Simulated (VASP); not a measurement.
# TiO2 (P4_2/mnm) in VASP: a series of runs

Runs on TiO2. Level: PBE. Tasks: single point.

Program: VASP 6.6.1. These are calculated values, not measurements. Logs are shortened: lines on timing, memory, paths and dates and some standing lists are left out, and cuts for length are marked.

## 1. The cell of the first run

Symmetry: P4_2/mnm, No. 136, tetragonal system. The conventional cell has a = 4.427 Å, b = 4.427 Å, c = 2.885 Å, α = 90.00°, β = 90.00°, γ = 90.00°. Within 2.5 Å of Ti (site symmetry mmm) lie 6 O at 1.89 to 1.91 Å. O (site symmetry m2m) has 3 Ti at 1.89 to 1.91 Å and 1 O at 2.44 Å within 2.5 Å.

## 2. Single point, PBE

INCAR reads:

```
SYSTEM = TiO2
PREC = Accurate ; ENCUT = 520
EDIFF = 1E-6 ; ISMEAR = 0
SIGMA = 0.05 ; LREAL = .FALSE.
LASPH = .TRUE. ; NELM = 100
ALGO = Normal ; ISIF = 2
LWAVE = .FALSE. ; LCHARG = .FALSE.
GGA = PE ; NBANDS = 33
```

KPOINTS reads:

```
Automatic mesh
0
G
  6 6 10
  0 0 0
```

POSCAR reads:

```
TiO2
1.0
    4.4267000000      0.0000000000      0.0000000000
    0.0000000000      4.4267000000      0.0000000000
    0.0000000000      0.0000000000      2.8848000000
Ti O
2 4
Direct
    0.0000000000      0.0000000000      0.0000000000
    0.5000000000      0.5000000000      0.5000000000
    0.3050970583      0.3050970583      0.0000000000
    0.1949029417      0.8050970583      0.5000000000
    0.6949029417      0.6949029417      0.0000000000
    0.8050970583      0.1949029417      0.5000000000
```

Potentials or basis: VASP PAW PBE potentials, release 64 (Ti_sv, O).

Run with:

```
cat potpaw_PBE.64/Ti_sv/POTCAR potpaw_PBE.64/O/POTCAR > POTCAR
mpirun -np 1 vasp_std > vasp.out
```

OUTCAR:

```text
SYSTEM = TiO2
   PREC = Accurate
   ENCUT = 520
   EDIFF = 1E-6
   ISMEAR = 0
   LREAL = .FALSE.
   LASPH = .TRUE.
   NELM = 100
   ISIF = 2
   GGA = PE

 ion  position               nearest neighbor table
   1  0.000  0.000  0.000-   4 1.89   6 1.89   4 1.89   6 1.89   5 1.91   3 1.91
   2  0.500  0.500  0.500-   3 1.89   5 1.89   3 1.89   5 1.89   4 1.91   6 1.91
   3  0.305  0.305  0.000-   2 1.89   2 1.89   1 1.91
   4  0.195  0.805  0.500-   1 1.89   1 1.89   2 1.91
   5  0.695  0.695  0.000-   2 1.89   2 1.89   1 1.91
   6  0.805  0.195  0.500-   1 1.89   1 1.89   2 1.91

  LATTYP: Found a simple tetragonal cell.
 ALAT       =     4.4267000000
 C/A-ratio  =     0.6516818397

  Lattice vectors:

 A1 = (   4.4267000000,   0.0000000000,   0.0000000000)
 A2 = (   0.0000000000,   4.4267000000,   0.0000000000)
 A3 = (   0.0000000000,   0.0000000000,   2.8848000000)

Analysis of symmetry for initial positions (statically):
=====================================================================
 Subroutine PRICEL returns:
 Original cell was already a primitive cell.

 Routine SETGRP: Setting up the symmetry group for a
 simple tetragonal supercell.

 Subroutine GETGRP returns: Found 16 space group operations
 (whereof  8 operations were pure point group operations)
 out of a pool of 16 trial point group operations.

The static configuration has the point symmetry D_2h.
 The point group associated with its full space group is D_4h.

Analysis of symmetry for dynamics (positions and initial velocities):
=====================================================================
 Subroutine PRICEL returns:
 Original cell was already a primitive cell.

 Routine SETGRP: Setting up the symmetry group for a
 simple tetragonal supercell.

 Subroutine GETGRP returns: Found 16 space group operations
 (whereof  8 operations were pure point group operations)
 out of a pool of 16 trial point group operations.

The dynamic configuration has the point symmetry D_2h.
 The point group associated with its full space group is D_4h.

 Subroutine INISYM returns: Found 16 space group operations
 (whereof  8 operations are pure point group operations),
 and found     1 'primitive' translations

----------------------------------------------------------------------------------------

                                     Primitive cell

  volume of cell :      56.5296

  direct lattice vectors                    reciprocal lattice vectors
     4.426700000  0.000000000  0.000000000     0.225901913  0.000000000  0.000000000
     0.000000000  4.426700000  0.000000000     0.000000000  0.225901913  0.000000000
     0.000000000  0.000000000  2.884800000     0.000000000  0.000000000  0.346644481

  length of vectors
     4.426700000  4.426700000  2.884800000     0.225901913  0.225901913  0.346644481

  position of ions in fractional coordinates (direct lattice)
     0.000000000  0.000000000  0.000000000
     0.500000000  0.500000000  0.500000000
     0.305097058  0.305097058  0.000000000
     0.194902942  0.805097058  0.500000000
     0.694902942  0.694902942  0.000000000
     0.805097058  0.194902942  0.500000000

  ion indices of the primitive-cell ions
   primitive index   ion index
                 1           1
                 2           2
                 3           3
                 4           4
                 5           5
                 6           6

----------------------------------------------------------------------------------------

 KPOINTS: Automatic mesh

Automatic generation of k-mesh.
 Grid dimensions read from file:
 generate k-points for:    6    6   10

 Generating k-lattice:

  Cartesian coordinates                     Fractional coordinates (reciprocal lattice)
     0.037650319  0.000000000  0.000000000     0.166666667  0.000000000  0.000000000
     0.000000000  0.037650319  0.000000000     0.000000000  0.166666667  0.000000000
     0.000000000  0.000000000  0.034664448     0.000000000  0.000000000  0.100000000

  Length of vectors
     0.037650319  0.037650319  0.034664448

  Shift w.r.t. Gamma in fractional coordinates (k-lattice)
     0.000000000  0.000000000  0.000000000

 Subroutine IBZKPT returns following result:
 ===========================================

 Found     60 irreducible k-points:

 Following reciprocal coordinates:
            Coordinates               Weight
  0.000000  0.000000  0.000000      1.000000
  0.166667  0.000000  0.000000      4.000000
  0.333333  0.000000  0.000000      4.000000
  0.500000  0.000000  0.000000      2.000000
  0.166667  0.166667  0.000000      4.000000
  0.333333  0.166667  0.000000      8.000000
[... 16 lines left out ...]
  0.333333  0.000000  0.200000      8.000000
  0.500000  0.000000  0.200000      4.000000
 [... further k-points ...]
   k-points           NKPTS =     60   k-points in BZ     NKDIM =     60   number of bands    NBANDS=     33
   number of dos      NEDOS =    301   number of ions     NIONS =      6
   total plane-waves  NPLWV =  31104
   dimension x,y,z NGX =    36 NGY =   36 NGZ =   24
   dimension x,y,z NGXF=    72 NGYF=   72 NGZF=   48
   ions per type =               2   4
   NGX,Y,Z   is equivalent  to a cutoff of  13.52, 13.52, 13.83 a.u.
   NGXF,Y,Z  is equivalent  to a cutoff of  27.04, 27.04, 27.66 a.u.
 SYSTEM =  TiO2
   PREC   = accura    normal or accurate (medium, high low for compatibility)
   ISTART =      0    job   : 0-new  1-cont  2-samecut
   ICHARG =      2    charge: 1-file 2-atom 10-const
   ISPIN  =      1    spin polarized calculation?
   LNONCOLLINEAR =      F non collinear calculations
   LSORBIT =      F    spin-orbit coupling
   LASPH  =      T    aspherical Exc in radial PAW
   ENCUT  =  520.0 eV  38.22 Ry    6.18 a.u.   8.23  8.23  5.36*2*pi/ulx,y,z
   NELM   =    100;   NELMIN=  2; NELMDL= -5     # of ELM steps
   EDIFF  = 0.1E-05   stopping-criterion for ELM
   LREAL  =      F    real-space projection
   EDIFFG = 0.1E-04   stopping-criterion for IOM
   NSW    =      0    number of steps for IOM
   IBRION =     -1    ionic relax: 0-MD 1-quasi-New 2-CG
   NFREE  =      0    steps in history (QN), initial steepest desc. (CG)
   ISIF   =      2    stress and relaxation
   ISYM   =      2    0-nonsym 1-usesym 2-fastsym
   POTIM  = 0.5000    time-step for ionic-motion
   TEBEG  =    0.0;   TEEND  =   0.0 temperature during run
   PSTRESS=    0.0 pullay stress
   NELECT =      48.0000    total number of electrons
   NUPDOWN=      -1.0000    fix difference up-down
   EMIN   =  10.00;   EMAX   =-10.00  energy-range for DOS
   EFERMI =   0.00;   METHOD = LEGACY
   ISMEAR =     0;   SIGMA  =   0.05  broadening in eV -4-tet -1-fermi 0-gaus
   EFERMI_NEDOS =   21; number of points for ismear=-14 and -15
   IALGO  =     38    algorithm
   IMIX   =      4    mixing-type and parameters
     AMIX     =   0.40;   BMIX     =  1.00
     AMIX_MAG =   1.60;   BMIX_MAG =  1.00
  volume/ion in A,a.u.               =       9.42        63.58
  Fermi-wavevector in a.u.,A,eV,Ry     =   1.550232  2.929513 32.697770  2.403218
  Thomas-Fermi vector in A             =   2.654925
   LORBIT       =      0    0 simple, 1 ext, 2 COOP (PROOUT), +10 PAW based schemes
   GGA     = PE    functional components
   LHFCALC =     F    Hartree Fock is set to
   AEXX    =    0.0000 exact exchange contribution
   IVDW    =     0    specifies the selected vdW correction
   LEPSILON=     F    determine dielectric tensor
   LRPA    =     F    only Hartree local field effects (RPA)
 non-spin polarized calculation
 Gauss-broadening in eV      SIGMA  =   0.05
  energy-cutoff  :      520.00
  volume of cell :       56.53
 maximum number of plane-waves:      1546
 NGX is ok and might be reduce to    36
   NGX = 17   NGY = 17   NGZ = 11

 number of electron      47.9999976 magnetization

 Free energy of the ion-electron system (eV)
  ---------------------------------------------------
  ext. energy  EPLUGINS =         0.00000000
  ---------------------------------------------------
  free energy    TOTEN  =       -52.91451721 eV

  energy without entropy =      -52.91451721  energy(sigma->0) =      -52.91451721

 E-fermi :   6.1617     XC(G=0): -11.9549

 val. band max:        5.9519862799   @ k =   0.0000   0.0000   0.0000
 cond. band min:       8.0511199170   @ k =   0.0000   0.0000   0.0000
 fundamental gap:      2.0991336371
 Fermi energy:         6.1617067276

 k-point     1 :       0.0000    0.0000    0.0000
  band No.  band energies     occupation
      1     -50.6539      2.00000
      2     -50.6241      2.00000
      3     -27.0800      2.00000
      4     -27.0800      2.00000
      5     -26.8275      2.00000
      6     -26.8275      2.00000
[... 25 lines left out ...]
     32      13.4639      0.00000
     33      13.4639      0.00000

 k-point     2 :       0.1667    0.0000    0.0000
  band No.  band energies     occupation
      1     -50.6519      2.00000
      2     -50.6260      2.00000
      3     -27.0661      2.00000
      4     -27.0644      2.00000
      5     -26.8454      2.00000
      6     -26.8436      2.00000
[... 25 lines left out ...]
     32      13.3468      0.00000
     33      13.3718      0.00000

 k-point     3 :       0.3333    0.0000    0.0000
  band No.  band energies     occupation
      1     -50.6463      2.00000
      2     -50.6314      2.00000
      3     -27.0279      2.00000
      4     -27.0231      2.00000
      5     -26.8911      2.00000
      6     -26.8862      2.00000
[... 25 lines left out ...]
     32      13.1114      0.00000
     33      13.1599      0.00000

 k-point     4 :       0.5000    0.0000    0.0000
  band No.  band energies     occupation
      1     -50.6389      2.00000
      2     -50.6389      2.00000
      3     -26.9890      2.00000
      4     -26.9890      2.00000
      5     -26.9275      2.00000
      6     -26.9275      2.00000
[... 673 lines left out ...]
     32      12.6907      0.00000
     33      12.8952      0.00000

 k-point    23 :       0.3333    0.0000    0.2000
  band No.  band energies     occupation
      1     -50.6250      2.00000
      2     -50.6128      2.00000
      3     -27.0287      2.00000
      4     -26.9957      2.00000
      5     -26.9621      2.00000
      6     -26.9355      2.00000
[... 25 lines left out ...]
     32      12.2668      0.00000
     33      12.8820      0.00000

 k-point    24 :       0.5000    0.0000    0.2000
  band No.  band energies     occupation
      1     -50.6189      2.00000
      2     -50.6189      2.00000
      3     -27.0138      2.00000
      4     -27.0138      2.00000
      5     -26.9321      2.00000
      6     -26.9321      2.00000
[... 25 lines left out ...]
     32      12.0899      0.00000
     33      13.3500      0.00000

 [... further k-points ...]
[... 5 lines left out ...]
  --------------------------------------------------------------------------------------
  -------------------------------------------------------------------------------------
  Total       12.2526143     12.2526143     13.4228495     -0.0000000      0.0000000      0.0000000
  in kB      347.2669527    347.2669527    380.4340777     -0.0000000      0.0000000      0.0000000
  external PRESSURE =     358.3226610 kB  Pullay stress =       0.0000000 kB

 VOLUME and BASIS-vectors are now :
 -----------------------------------------------------------------------------
  energy-cutoff  :      520.00
  volume of cell :       56.53
      direct lattice vectors                 reciprocal lattice vectors
     4.426700000  0.000000000  0.000000000     0.225901913  0.000000000  0.000000000
     0.000000000  4.426700000  0.000000000     0.000000000  0.225901913  0.000000000
     0.000000000  0.000000000  2.884800000     0.000000000  0.000000000  0.346644481

 POSITION                                       TOTAL-FORCE (eV/Angst)
 -----------------------------------------------------------------------------------
      0.00000      0.00000      0.00000         0.000000      0.000000      0.000000
      2.21335      2.21335      1.44240         0.000000      0.000000      0.000000
      1.35057      1.35057      0.00000        -0.449238     -0.449238     -0.000000
      0.86278      3.56392      1.44240         0.449238     -0.449238      0.000000
      3.07613      3.07613      0.00000         0.449238      0.449238      0.000000
      3.56392      0.86278      1.44240        -0.449238      0.449238      0.000000
 -----------------------------------------------------------------------------------
    total drift:                               -0.000000      0.000000     -0.000000

  FREE ENERGIE OF THE ION-ELECTRON SYSTEM (eV)
  ---------------------------------------------------
  free  energy   TOTEN  =       -52.9145172139 eV

  energy  without entropy=      -52.9145172139  energy(sigma->0) =      -52.91451721
```

Run time: 77 s. Hardware: 1 thread of Intel Xeon Platinum 8259CL at 2.50GHz (Skylake/Cascade Lake), shared host; peak memory 0.23 GiB.

Results:

```yaml
Free_energy: -52.9145 eV
Pressure: 35.8 GPa
Largest_force: 0.635 eV/Å
Band_gap_on_the_k_mesh: 2.10 eV, direct
```

Forces in eV/Å, atoms in the order of the input:
```
Ti   0.000  0.000  0.000
Ti   0.000  0.000  0.000
O   -0.449 -0.449  0.000
O    0.449 -0.449  0.000
O    0.449  0.449  0.000
O   -0.449  0.449  0.000
```

Stress tensor (GPa, compression positive):
```
34.73  0.00  0.00
 0.00 34.73  0.00
 0.00  0.00 38.04
```

A k mesh can miss the band edges. As with any semilocal functional, this PBE gap is likely too small.

## 3. Single point, PBE

This run uses another cell than the first one, of 9.46 Å³/atom, 1.004 times its volume.

INCAR reads:

```
SYSTEM = TiO2
ALGO     = Normal         ! electronic algorithm
EDIFF    = 1E-6           ! SCF threshold, eV
ENCUT    = 520            ! plane-wave cutoff, eV
GGA      = PE             ! functional
ISIF     = 2              ! what is computed and relaxed
ISMEAR   = 0              ! smearing method
LASPH    = .TRUE.         ! aspherical terms in the spheres
LCHARG   = .TRUE.         ! write CHGCAR
LELF     = .TRUE.         ! ELF
LREAL    = .FALSE.        ! projectors in reciprocal space
LVHAR    = .TRUE.       
LWAVE    = .FALSE.        ! write WAVECAR
NBANDS   = 33             ! bands
NELM     = 60             ! most SCF steps
PREC     = Accurate       ! precision mode
SIGMA    = 0.05           ! smearing width, eV
```

KPOINTS reads:

```
k-points
0
G
  6 6 10
  0 0 0
```

POSCAR, as its differences from that of step 2:

```diff
@@ -2,5 +2,5 @@
 1.0
-    4.4267000000      0.0000000000      0.0000000000
-    0.0000000000      4.4267000000      0.0000000000
-    0.0000000000      0.0000000000      2.8848000000
+    4.3184000000      0.0000000000      0.0000000000
+    0.0000000000      4.3184000000      0.0000000000
+    0.0000000000      0.0000000000      3.0429000000
 Ti O
```

Potentials or basis: VASP PAW PBE potentials, release 64 (Ti_sv, O).

Run with:

```
cat potpaw_PBE.64/Ti_sv/POTCAR potpaw_PBE.64/O/POTCAR > POTCAR
mpirun -np 1 vasp_std > vasp.out
```

Wall time 64 s (1 thread of Intel Xeon Platinum 8259CL at 2.50GHz (Skylake/Cascade Lake), shared host); peak memory 0.22 GiB.

The run converged. Its results:

| Item | Value |
| --- | --- |
| Free energy | -52.7914 eV |
| Pressure | 31.3 GPa |
| Largest force | 0.114 eV/Å |
| Band gap on the k mesh | 2.08 eV, direct |

Forces in eV/Å, atoms in the order of the input:
```
Ti   0.000  0.000  0.000
Ti   0.000  0.000  0.000
O   -0.081 -0.081  0.000
O    0.081 -0.081  0.000
O    0.081  0.081  0.000
O   -0.081  0.081  0.000
```

Stress tensor (GPa, compression positive):
```
38.22  0.00  0.00
 0.00 38.22  0.00
 0.00  0.00 17.47
```

Levels at points of the mesh, in eV from the valence-band top:
```csv
k point,band 21,band 22,band 23,band 24,band 25,band 26,band 27,band 28
"(0.00, 0.00, 0.00)",-0.88,-0.28,-0.28,0.00,2.08,2.51,2.54,2.54
"(0.50, 0.00, 0.00)",-2.21,-2.21,-0.82,-0.82,2.92,2.92,3.33,3.33
"(0.50, 0.50, 0.00)",-1.69,-1.69,-0.81,-0.81,2.24,2.24,2.59,2.59
"(0.00, 0.00, 0.50)",-2.29,-2.29,-1.35,-1.35,2.86,2.86,3.49,3.49
"(0.50, 0.00, 0.50)",-2.16,-2.16,-1.12,-1.12,2.12,2.12,2.97,2.97
"(0.50, 0.50, 0.50)",-1.50,-1.50,-0.56,-0.56,2.93,2.93,2.95,2.95
```

## 4. Single point, PBE

This run uses another cell than the first one, of 10.26 Å³/atom, 1.089 times its volume.

INCAR reads:

```
SYSTEM = TiO2
PREC = Accurate
ENCUT = 910
EDIFF = 1E-6
ISMEAR = 0
SIGMA = 0.05
LREAL = .False.
LASPH = .True.
NELM = 120
ALGO = Normal
ISIF = 2
LWAVE = .False.
LCHARG = .False.
GGA = PE
NBANDS = 33
GGA_COMPAT = .False.
```

KPOINTS reads:

```
regular mesh
0
Gamma
  6 6 10
  0 0 0
```

POSCAR, as its differences from that of step 3:

```diff
@@ -2,5 +2,5 @@
 1.0
-    4.3184000000      0.0000000000      0.0000000000
-    0.0000000000      4.3184000000      0.0000000000
-    0.0000000000      0.0000000000      3.0429000000
+    4.7517000000      0.0000000000      0.0000000000
+    0.0000000000      4.7517000000      0.0000000000
+    0.0000000000      0.0000000000      2.7268000000
 Ti O
```

Potentials or basis: VASP PAW PBE potentials, release 64 (Ti_sv, O_h).

Run with:

```
cat potpaw_PBE.64/Ti_sv/POTCAR potpaw_PBE.64/O_h/POTCAR > POTCAR
mpirun -np 1 vasp_std > vasp.out
```

It took 2 min on 1 thread of Intel Xeon 6975P-C (Granite Rapids), shared host; peak memory 0.38 GiB.

It converged, with:

* Free energy: -53.0991 eV
* Pressure: 16.1 GPa
* Largest force: 0.466 eV/Å
* Band gap on the k mesh: 2.07 eV, indirect (least direct gap 2.08 eV)

Forces in eV/Å, atoms in the order of the input:
```
Ti   0.000  0.000  0.000
Ti   0.000  0.000  0.000
O   -0.329 -0.329  0.000
O    0.329 -0.329  0.000
O    0.329  0.329  0.000
O   -0.329  0.329  0.000
```

Stress tensor (GPa, compression positive):
```
 3.43  0.00  0.00
 0.00  3.43  0.00
 0.00  0.00 41.49
```

Levels at points of the mesh, in eV from the valence-band top:
```tsv
k point	band 20	band 21	band 22	band 23	band 24	band 25	band 26	band 27	band 28	band 29
(0.00, 0.00, 0.00)	-0.90	-0.26	-0.26	-0.07	0.00	2.07	2.25	3.35	3.35	3.37
(0.50, 0.00, 0.00)	-2.76	-0.65	-0.65	-0.58	-0.58	2.78	2.78	3.71	3.71	4.38
(0.50, 0.50, 0.00)	-2.19	-0.87	-0.87	-0.43	-0.43	2.07	2.07	3.36	3.36	4.63
(0.00, 0.00, 0.50)	-2.98	-1.73	-1.73	-1.27	-1.27	3.33	3.33	3.99	3.99	4.60
(0.50, 0.00, 0.50)	-1.91	-1.91	-1.91	-0.75	-0.75	2.36	2.36	4.27	4.27	4.55
(0.50, 0.50, 0.50)	-2.97	-0.90	-0.90	-0.58	-0.58	3.05	3.05	3.58	3.58	4.61
```

Caveat: the cutoff is under 1.25 times the usual one of these potentials, so pressure, stress and relaxed cells hold a basis-set (Pulay) error. A k mesh can miss the band edges.

## 5. The runs side by side

| potentials or basis | cell | cutoff (eV) | second run | gap on the mesh (eV) | pressure (GPa) | largest force (eV/Å) |
| --- | --- | --- | --- | --- | --- | --- |
| VASP PAW PBE potentials, release 64 (Ti_sv, O) | a = 4.427, b = 4.427, c = 2.885 Å, 6 atoms | 520 | - | 2.10 | 35.8 | 0.64 |
| VASP PAW PBE potentials, release 64 (Ti_sv, O) | a = 4.318, b = 4.318, c = 3.043 Å, 6 atoms | 520 | - | 2.08 | 31.3 | 0.11 |
| VASP PAW PBE potentials, release 64 (Ti_sv, O_h) | a = 4.752, b = 4.752, c = 2.727 Å, 6 atoms | 910 | hard_potentials | 2.07 | 16.1 | 0.47 |

Alike in all rows: task single point; level PBE; no spin polarisation; k mesh 6 × 6 × 10; smearing gaussian 0.05 eV.

Caveats: the cutoff is under 1.25 times the usual one of these potentials, so pressure, stress and relaxed cells hold a basis-set (Pulay) error (some runs).

Total energies depend on the potentials used, so only differences within one code and one set of settings carry meaning.
